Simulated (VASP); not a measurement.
A run of VASP 6.6.1 is set up as follows.

Contents of INCAR:

```
  PREC = Accurate
  ENCUT = 600
  EDIFF = 1E-6
  ISMEAR = 0
  SIGMA = 0.02
  LREAL = F
  LASPH = T
  NELM = 80
  ALGO = Normal
  ISIF = 3
  LWAVE = F
  LCHARG = F
  GGA = PE
  IBRION = 2
  NSW = 70
  EDIFFG = -0.008
  PSTRESS = 150.0
```

The input KPOINTS:

```
Automatic mesh
0
Gamma
  10 10 10
```

Contents of POSCAR:

```
MgO
1.0
    0.0000000000      2.0665637371      2.0665637371
    2.0665637371      0.0000000000      2.0665637371
    2.0665637371      2.0665637371      0.0000000000
Mg O
1 1
Direct
    0.0000000000      0.0000000000      0.0000000000
    0.5000000000      0.5000000000      0.5000000000
```

Potentials or basis: VASP PAW PBE potentials, release 64 (Mg, O).

Run with:

```bash
$ cat potpaw_PBE.64/Mg/POTCAR potpaw_PBE.64/O/POTCAR > POTCAR
$ mpirun -np 1 vasp_std > vasp.out
```

Q: Estimate the band gap on the k mesh.

A: 5.33 eV, direct.

Q: Predict the relaxed cell.

A: a = 2.920 Å, b = 2.920 Å, c = 2.920 Å, α = 60.00°, β = 60.00°, γ = 60.00°.

Q: Estimate the space group after relaxing (to 0.05 Å).

A: Fm-3m (No. 225).

Q: Predict the relaxed volume.

A: 8.80 Å³/atom.

The path:
```csv
step,energy change (eV),largest force (eV/Å),pressure (GPa),volume (Å³)
1,0.0000,0.0000,14.38,17.65
2,0.0081,0.0000,15.45,17.56
3,0.0046,0.0000,14.98,17.60
```

Caveat: the cell is relaxed towards a set pressure, so the enthalpy falls and the energy may rise. Expect the measured gap to be larger: semilocal functionals such as PBE lack the derivative discontinuity.
